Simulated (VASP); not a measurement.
Li2RuN2, 5 atoms in the cell. The structure is trigonal, space group P-3m1 (No. 164). Conventional cell: a = 3.164 Å, b = 3.164 Å, c = 5.211 Å, α = 90.00°, β = 90.00°, γ = 120.00°. Ru (site symmetry -3m) has 6 N at 2.14 Å and 6 Li at 2.62 Å within 2.8 Å. Within 2.6 Å of N (site symmetry 3m) lie 4 Li at 1.98 to 2.22 Å and 3 Ru at 2.14 Å. Li (site symmetry 3m) has 4 N at 1.98 to 2.22 Å and 3 Li at 2.34 Å within 2.6 Å. 

```yaml
Program: VASP 6.6.1
Task: relaxation of cell and atoms
Functional: revPBE
Potentials_or_basis: VASP PAW PBE potentials, release 64 (Ru_pv, N, Li_sv)
Cutoff: 600 eV
k_mesh: 10 × 10 × 5
Occupations: fermi-dirac, width 0.05 eV
Spin: no spin polarisation
Dipole_correction: no
Further_INCAR_settings: ALGO = Normal; EDIFF = 1e-06; IBRION = 2; EDIFFG = -0.01; NSW = 60; ISIF = 3
```

Potentials or basis: VASP PAW PBE potentials, release 64 (Ru_pv, N, Li_sv).

Run with:

```console
$ cat potpaw_PBE.64/Ru_pv/POTCAR potpaw_PBE.64/N/POTCAR potpaw_PBE.64/Li_sv/POTCAR > POTCAR
$ mpirun -np 1 vasp_std > vasp.out
```

Hardware: 1 thread of Intel Xeon 6975P-C, on a shared host.

Q: Estimate the wall time of this run.

A: Run time: 3.1 min on 1 thread of Intel Xeon 6975P-C, on a shared host, peak memory 0.23 GiB. Counts: scf iterations 49, k points 58, ion steps 7.
